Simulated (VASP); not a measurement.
## Fe: single point with PBE

Fe:

```xyz
1
Lattice="0.0000 1.9417 1.9651 1.4984 0.0000 1.9651 1.4984 1.9417 0.0000" Properties=species:S:1:pos:R:3 pbc="T T T"
Fe    0.0000    0.0000    0.0000
```

```json
{
  "Program": "VASP 6.6.1",
  "Task": "single point",
  "Functional": "PBE",
  "Potentials or basis": "VASP PAW PBE potentials, release 64 (Fe)",
  "Cutoff": "520 eV",
  "k mesh": "11 × 11 × 11",
  "Occupations": "fermi-dirac, width 0.05 eV",
  "Spin": "collinear spin, ferromagnetic start",
  "Starting moments": "[4.5] μB",
  "Fixed moment": "4.5 μB",
  "Dipole correction": "no",
  "Further INCAR settings": "ALGO = Normal; EDIFF = 1e-06; NBANDS = 14"
}
```

```json
{
 "Pressure": "103.1 GPa",
 "Net moment": "4.50 μB per cell",
 "Site moments": "Fe +4.25 μB",
 "Valence electrons inside the program's atomic spheres": "Fe 7.22"
}
```

Stress tensor (GPa, compression positive):
```
111.46   0.00   0.00
  0.00  99.05   0.00
  0.00   0.00  98.78
```

Wall time 26 s on 1 thread of Intel(R) Xeon(R) Platinum 8559C (Emerald Rapids), with other jobs on the host, peak memory 0.17 GiB.

Caveat: the total moment is fixed, so each spin has its own Fermi level.
